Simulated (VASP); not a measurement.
Set up this calculation in VASP 6.6.1, as the native input.

* Task: single point
* Functional: PBE
* Potentials or basis: VASP PAW PBE potentials, release 64 (Zr_sv, O)
* Cutoff: 520 eV
* k mesh: 26 × 26 × 26
* Occupations: fermi-dirac, width 0.0612256 eV
* Spin: no spin polarisation
* Dipole correction: no
* Further INCAR settings: ALGO = Normal; EDIFF = 1e-06; NBANDS = 23

The structure of ZrO3 (ReO3 type) lies in POSCAR:

```
ZrO3
1.0
    4.2210323845      0.0000000000      0.0000000000
    0.0000000000      4.2210323845      0.0000000000
    0.0000000000      0.0000000000      4.2210323845
Zr O
1 3
Direct
    0.0000000000      0.0000000000      0.0000000000
    0.5000000000      0.0000000000      0.0000000000
    0.0000000000      0.5000000000      0.0000000000
    0.0000000000      0.0000000000      0.5000000000
```

The input as run:

INCAR

```
SYSTEM = ZrO3
ALGO = Normal
EDIFF = 1E-6
ENCUT = 520
GGA = PE
ISIF = 2
ISMEAR = -1
LASPH = .TRUE.
LCHARG = .TRUE.
LELF = .TRUE.
LREAL = .FALSE.
LVHAR = .TRUE.
LWAVE = .FALSE.
NBANDS = 23
NELM = 60
PREC = Accurate
SIGMA = 0.06122561905347299
```

KPOINTS

```
k-points
0
G
  26 26 26
  0 0 0
```

Potentials or basis: VASP PAW PBE potentials, release 64 (Zr_sv, O).

Run with:

```console
$ cat potpaw_PBE.64/Zr_sv/POTCAR potpaw_PBE.64/O/POTCAR > POTCAR
$ mpirun -np 1 vasp_std > vasp.out
```

Results of the run:

```json
{
 "Pressure": "-4.2 GPa",
 "Band gap on the k mesh": "zero (bands 15 and 16 overlap by 0.67 eV)"
}
```

Caveat: the cell stands under tension.

Run time: 3.8 min on 1 thread of Intel(R) Xeon(R) 6975P-C (Granite Rapids), with other jobs on the host, peak memory 0.82 GiB.
